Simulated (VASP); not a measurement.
# GaSi2 (P-6m2) in VASP: density of states with PBE

Aim: the density of states of GaSi2 with PBE.

All numbers are computed with VASP 6.6.1; they aren't measurements. Logs are shortened: lines on timing, memory, paths and dates and some standing lists are left out, and cuts for length are marked.

**1. The cell of the first run**

Symmetry: P-6m2, No. 187, hexagonal system. The conventional cell has a = 3.819 Å, b = 3.819 Å, c = 4.947 Å, α = 90.00°, β = 90.00°, γ = 120.00°. Ga (site symmetry -6m2) has 6 Si at 2.54 Å within 3.4 Å. Si (site symmetry 3m) has 2 Si at 2.43 to 2.52 Å and 3 Ga at 2.54 Å within 3.2 Å.

**2. Density of states, PBE**

POSCAR

```
GaSi2
1.0
    3.8187822538      0.0000000000      0.0000000000
   -1.9093911269      3.3071624434      0.0000000000
    0.0000000000      0.0000000000      4.9471415486
Ga Si
1 2
Direct
    0.0000000000      0.0000000000      0.0000000000
    0.6666666667      0.3333333333      0.7453790931
    0.6666666667      0.3333333333      0.2546209069
```

INCAR.step1

```
SYSTEM = GaSi2
PREC     = Accurate       ! precision mode
ENCUT    = 520            ! plane-wave cutoff, eV
EDIFF    = 1E-6           ! SCF threshold, eV
ISMEAR   = 0              ! smearing method
SIGMA    = 0.1            ! smearing width, eV
LREAL    = .FALSE.        ! projectors in reciprocal space
LASPH    = .TRUE.         ! aspherical terms in the spheres
NELM     = 100            ! most SCF steps
ALGO     = Normal         ! electronic algorithm
ISIF     = 2              ! what is computed and relaxed
LWAVE    = .FALSE.        ! write WAVECAR
LCHARG   = .TRUE.         ! write CHGCAR
GGA      = PE             ! functional
NBANDS   = 18             ! bands
```

KPOINTS.step1

```
regular mesh
0
G
  12 12 10
  0 0 0
```

INCAR.step2

```
SYSTEM = GaSi2
PREC     = Accurate       ! precision mode
ENCUT    = 520            ! plane-wave cutoff, eV
EDIFF    = 1E-6           ! SCF threshold, eV
ISMEAR   = -5             ! smearing method
SIGMA    = 0.1            ! smearing width, eV
LREAL    = .FALSE.        ! projectors in reciprocal space
LASPH    = .TRUE.         ! aspherical terms in the spheres
NELM     = 100            ! most SCF steps
ALGO     = Normal         ! electronic algorithm
ISIF     = 2              ! what is computed and relaxed
LWAVE    = .FALSE.        ! write WAVECAR
LCHARG   = .FALSE.        ! write CHGCAR
GGA      = PE             ! functional
LORBIT   = 10             ! projections on sites
NBANDS   = 18             ! bands
NEDOS    = 2001           ! points of the DOS
ICHARG   = 11             ! starting density
```

KPOINTS.step2

```
regular mesh
0
G
  18 18 15
  0 0 0
```

Potentials or basis: VASP PAW PBE potentials, release 64 (Ga_d, Si).

Command:

```sh
> cat potpaw_PBE.64/Ga_d/POTCAR potpaw_PBE.64/Si/POTCAR > POTCAR
> cp INCAR.step1 INCAR
> cp KPOINTS.step1 KPOINTS
> mpirun -np 1 vasp_std > vasp.out
> cp INCAR.step2 INCAR
> cp KPOINTS.step2 KPOINTS
> mpirun -np 1 vasp_std > vasp.out
```

OUTCAR:

```text
SYSTEM = GaSi2
   PREC = Accurate
   ENCUT = 520
   EDIFF = 1E-6
   ISMEAR = -5
   LREAL = .FALSE.
   LASPH = .TRUE.
   NELM = 100
   ISIF = 2
   GGA = PE
   LORBIT = 10
   ICHARG = 11

 ion  position               nearest neighbor table
   1  0.000  0.000  0.000-   2 2.54   3 2.54   2 2.54   3 2.54   2 2.54   3 2.54
   2  0.667  0.333  0.745-   3 2.43   3 2.52   1 2.54   1 2.54   1 2.54
   3  0.667  0.333  0.255-   2 2.43   2 2.52   1 2.54   1 2.54   1 2.54

  LATTYP: Found a hexagonal cell.
 ALAT       =     3.8187822538
 C/A-ratio  =     1.2954762068

  Lattice vectors:

 A1 = (   3.8187822538,   0.0000000000,   0.0000000000)
 A2 = (  -1.9093911269,   3.3071624434,   0.0000000000)
 A3 = (   0.0000000000,   0.0000000000,   4.9471415486)

Analysis of symmetry for initial positions (statically):
=====================================================================
 Subroutine PRICEL returns:
 Original cell was already a primitive cell.

 Routine SETGRP: Setting up the symmetry group for a
 hexagonal supercell.

 Subroutine GETGRP returns: Found 12 space group operations
 (whereof 12 operations were pure point group operations)
 out of a pool of 24 trial point group operations.

The static configuration has the point symmetry D_3h.

Analysis of symmetry for dynamics (positions and initial velocities):
=====================================================================
 Subroutine PRICEL returns:
 Original cell was already a primitive cell.

 Routine SETGRP: Setting up the symmetry group for a
 hexagonal supercell.

 Subroutine GETGRP returns: Found 12 space group operations
 (whereof 12 operations were pure point group operations)
 out of a pool of 24 trial point group operations.

The dynamic configuration has the point symmetry D_3h.

 Subroutine INISYM returns: Found 12 space group operations
 (whereof 12 operations are pure point group operations),
 and found     1 'primitive' translations

----------------------------------------------------------------------------------------

                                     Primitive cell

  volume of cell :      62.4791

  direct lattice vectors                    reciprocal lattice vectors
     3.818782254  0.000000000  0.000000000     0.261863582  0.151187010  0.000000000
    -1.909391127  3.307162443  0.000000000     0.000000000  0.302374019  0.000000000
     0.000000000  0.000000000  4.947141549     0.000000000  0.000000000  0.202136929

  length of vectors
     3.818782254  3.818782254  4.947141549     0.302374019  0.302374019  0.202136929

  position of ions in fractional coordinates (direct lattice)
     0.000000000  0.000000000  0.000000000
     0.666666667  0.333333333  0.745379093
     0.666666667  0.333333333  0.254620907

  ion indices of the primitive-cell ions
   primitive index   ion index
                 1           1
                 2           2
                 3           3

----------------------------------------------------------------------------------------

 KPOINTS: regular mesh

Automatic generation of k-mesh.
 Grid dimensions read from file:
 generate k-points for:   18   18   15

 Generating k-lattice:

  Cartesian coordinates                     Fractional coordinates (reciprocal lattice)
     0.014547977  0.008399278  0.000000000     0.055555556  0.000000000  0.000000000
     0.000000000  0.016798557  0.000000000     0.000000000  0.055555556  0.000000000
     0.000000000  0.000000000  0.013475795     0.000000000  0.000000000  0.066666667

  Length of vectors
     0.016798557  0.016798557  0.013475795

  Shift w.r.t. Gamma in fractional coordinates (k-lattice)
     0.000000000  0.000000000  0.000000000

 TETIRR: Found   4782 inequivalent tetrahedra from    29160

 Subroutine IBZKPT returns following result:
 ===========================================

 Found    296 irreducible k-points:

 Following reciprocal coordinates:
            Coordinates               Weight
  0.000000  0.000000  0.000000      1.000000
  0.055556  0.000000  0.000000      6.000000
  0.111111  0.000000  0.000000      6.000000
  0.166667  0.000000  0.000000      6.000000
  0.222222 -0.000000  0.000000      6.000000
  0.277778  0.000000  0.000000      6.000000
[... 16 lines left out ...]
  0.333333  0.111111  0.000000     12.000000
  0.388889  0.111111  0.000000     12.000000
 [... further k-points ...]
   k-points           NKPTS =    296   k-points in BZ     NKDIM =    296   number of bands    NBANDS=     18
   number of dos      NEDOS =   2001   number of ions     NIONS =      3
   total plane-waves  NPLWV =  31360
   dimension x,y,z NGX =    28 NGY =   28 NGZ =   40
   dimension x,y,z NGXF=    56 NGYF=   56 NGZF=   80
   ions per type =               1   2
   NGX,Y,Z   is equivalent  to a cutoff of  12.19, 12.19, 13.44 a.u.
   NGXF,Y,Z  is equivalent  to a cutoff of  24.38, 24.38, 26.88 a.u.
 SYSTEM =  GaSi2
   PREC   = accura    normal or accurate (medium, high low for compatibility)
   ISTART =      0    job   : 0-new  1-cont  2-samecut
   ICHARG =     11    charge: 1-file 2-atom 10-const
   ISPIN  =      1    spin polarized calculation?
   LNONCOLLINEAR =      F non collinear calculations
   LSORBIT =      F    spin-orbit coupling
   LASPH  =      T    aspherical Exc in radial PAW
   ENCUT  =  520.0 eV  38.22 Ry    6.18 a.u.   7.10  7.10  9.20*2*pi/ulx,y,z
   NELM   =    100;   NELMIN=  2; NELMDL=  0     # of ELM steps
   EDIFF  = 0.1E-05   stopping-criterion for ELM
   LREAL  =      F    real-space projection
   EDIFFG = 0.1E-04   stopping-criterion for IOM
   NSW    =      0    number of steps for IOM
   IBRION =     -1    ionic relax: 0-MD 1-quasi-New 2-CG
   NFREE  =      0    steps in history (QN), initial steepest desc. (CG)
   ISIF   =      2    stress and relaxation
   ISYM   =      2    0-nonsym 1-usesym 2-fastsym
   POTIM  = 0.5000    time-step for ionic-motion
   TEBEG  =    0.0;   TEEND  =   0.0 temperature during run
   PSTRESS=    0.0 pullay stress
   NELECT =      21.0000    total number of electrons
   NUPDOWN=      -1.0000    fix difference up-down
   EMIN   =  10.00;   EMAX   =-10.00  energy-range for DOS
   EFERMI =   0.00;   METHOD = LEGACY
   ISMEAR =    -5;   SIGMA  =   0.10  broadening in eV -4-tet -1-fermi 0-gaus
   EFERMI_NEDOS =   21; number of points for ismear=-14 and -15
   IALGO  =     38    algorithm
   IMIX   =      4    mixing-type and parameters
     AMIX     =   0.40;   BMIX     =  1.00
     AMIX_MAG =   1.60;   BMIX_MAG =  1.00
  volume/ion in A,a.u.               =      20.83       140.54
  Fermi-wavevector in a.u.,A,eV,Ry     =   1.138247  2.150974 17.627779  1.295605
  Thomas-Fermi vector in A             =   2.274951
   LORBIT       =     10    0 simple, 1 ext, 2 COOP (PROOUT), +10 PAW based schemes
   GGA     = PE    functional components
   LHFCALC =     F    Hartree Fock is set to
   AEXX    =    0.0000 exact exchange contribution
   IVDW    =     0    specifies the selected vdW correction
   LEPSILON=     F    determine dielectric tensor
   LRPA    =     F    only Hartree local field effects (RPA)
 non-spin polarized calculation
 Fermi weights with tetrahedron method with Bloechl corrections
  energy-cutoff  :      520.00
  volume of cell :       62.48
 maximum number of plane-waves:      1702

 number of electron      21.0000002 magnetization

 Free energy of the ion-electron system (eV)
  ---------------------------------------------------
  ext. energy  EPLUGINS =         0.00000000
  ---------------------------------------------------
  free energy    TOTEN  =       -12.40570044 eV

  energy without entropy =      -12.40570044  energy(sigma->0) =      -12.40570044

 E-fermi :   5.1888     XC(G=0):  -9.6547

 val. band max:        5.3720925068   @ k =   0.0000   0.0000   0.4667
 cond. band min:       5.1633222940   @ k =   0.3889   0.2222   0.2667
 fundamental gap:     -0.2087702128
 Fermi energy:         5.1888289585

 k-point     1 :       0.0000    0.0000    0.0000
  band No.  band energies     occupation
      1      -9.6046      2.00000
      2      -9.6046      2.00000
      3      -9.5726      2.00000
      4      -9.5678      2.00000
      5      -9.5678      2.00000
      6      -6.6361      2.00000
[... 10 lines left out ...]
     17      12.5976      0.00000
     18      12.6064      0.00000

 k-point     2 :       0.0556    0.0000    0.0000
  band No.  band energies     occupation
      1      -9.6068      2.00000
      2      -9.6030      2.00000
      3      -9.5701      2.00000
      4      -9.5691      2.00000
      5      -9.5681      2.00000
      6      -6.5998      2.00000
[... 10 lines left out ...]
     17      12.5515      0.00000
     18      12.8817      0.00000

 k-point     3 :       0.1111    0.0000    0.0000
  band No.  band energies     occupation
      1      -9.6124      2.00000
      2      -9.5987      2.00000
      3      -9.5726      2.00000
      4      -9.5688      2.00000
      5      -9.5639      2.00000
      6      -6.4912      2.00000
[... 10 lines left out ...]
     17      12.4458      0.00000
     18      13.1056      0.00000

 k-point     4 :       0.1667    0.0000    0.0000
  band No.  band energies     occupation
      1      -9.6195      2.00000
      2      -9.5919      2.00000
      3      -9.5781      2.00000
      4      -9.5698      2.00000
      5      -9.5558      2.00000
      6      -6.3122      2.00000
[... 375 lines left out ...]
      4      -9.5691      2.00000
      5      -9.5298      2.00000
      6      -5.3132      2.00000
[... 10 lines left out ...]
     17      12.8305      0.00000
     18      14.7963      0.00000

 k-point    23 :       0.3333    0.1111    0.0000
  band No.  band energies     occupation
      1      -9.6428      2.00000
      2      -9.6026      2.00000
      3      -9.5772      2.00000
      4      -9.5628      2.00000
      5      -9.5252      2.00000
      6      -4.9544      2.00000
[... 10 lines left out ...]
     17      12.8211      0.00000
     18      14.9800      0.00000

 k-point    24 :       0.3889    0.1111    0.0000
  band No.  band energies     occupation
      1      -9.6457      2.00000
      2      -9.6055      2.00000
      3      -9.5780      2.00000
      4      -9.5584      2.00000
      5      -9.5225      2.00000
      6      -4.6509      2.00000
[... 10 lines left out ...]
     17      13.9056      0.00000
     18      14.9295      0.00000

 [... further k-points ...]
[... 5 lines left out ...]
  --------------------------------------------------------------------------------------
  -------------------------------------------------------------------------------------
  Total        0.1248762      0.1248762     -0.1324303      0.0000000     -0.0000000      0.0000000
  in kB        3.2022511      3.2022511     -3.3959658      0.0000000     -0.0000000      0.0000000
  external PRESSURE =       1.0028454 kB  Pullay stress =       0.0000000 kB

 VOLUME and BASIS-vectors are now :
 -----------------------------------------------------------------------------
  energy-cutoff  :      520.00
  volume of cell :       62.48
      direct lattice vectors                 reciprocal lattice vectors
     3.818782254  0.000000000  0.000000000     0.261863582  0.151187010  0.000000000
    -1.909391127  3.307162443  0.000000000     0.000000000  0.302374019  0.000000000
     0.000000000  0.000000000  4.947141549     0.000000000  0.000000000  0.202136929

 POSITION                                       TOTAL-FORCE (eV/Angst)
 -----------------------------------------------------------------------------------
      0.00000      0.00000      0.00000         0.000000     -0.000000      0.000000
      1.90939      1.10239      3.68750        -0.000000      0.000000      0.049197
      1.90939      1.10239      1.25965        -0.000000      0.000000     -0.049197
 -----------------------------------------------------------------------------------
    total drift:                                0.000073     -0.000042     -0.000000

  FREE ENERGIE OF THE ION-ELECTRON SYSTEM (eV)
  ---------------------------------------------------
  free  energy   TOTEN  =       -12.4057004385 eV

  energy  without entropy=      -12.4057004385  energy(sigma->0) =      -12.40570044

 total charge

# of ion       s       p       d       tot
------------------------------------------
    1        0.879   0.874   9.980  11.734
    2        0.828   0.772   0.000   1.599
    3        0.828   0.772   0.000   1.599
--------------------------------------------------
tot          2.535   2.418   9.980  14.932
```

Run time: 2.3 min. Hardware: 1 thread of AMD EPYC 9R45 (Zen 5), shared host; peak memory 0.37 GiB.

Results:

```
Valence electrons inside the program's atomic spheres : Ga 11.73; Si 1.60
```

Levels at points of the mesh, in eV from the Fermi level:
| k point | band 7 | band 8 | band 9 | band 10 | band 11 | band 12 | band 13 | band 14 |
| --- | --- | --- | --- | --- | --- | --- | --- | --- |
| (0.00, 0.00, 0.00) | -5.73 | -5.35 | -0.36 | -0.36 | 1.41 | 3.66 | 3.66 | 4.34 |
| (0.50, 0.00, 0.00) | -7.04 | -4.10 | -3.55 | -2.12 | -1.14 | 0.47 | 2.26 | 3.29 |

Caveat: tetrahedron occupations give inexact forces and stress in metals.
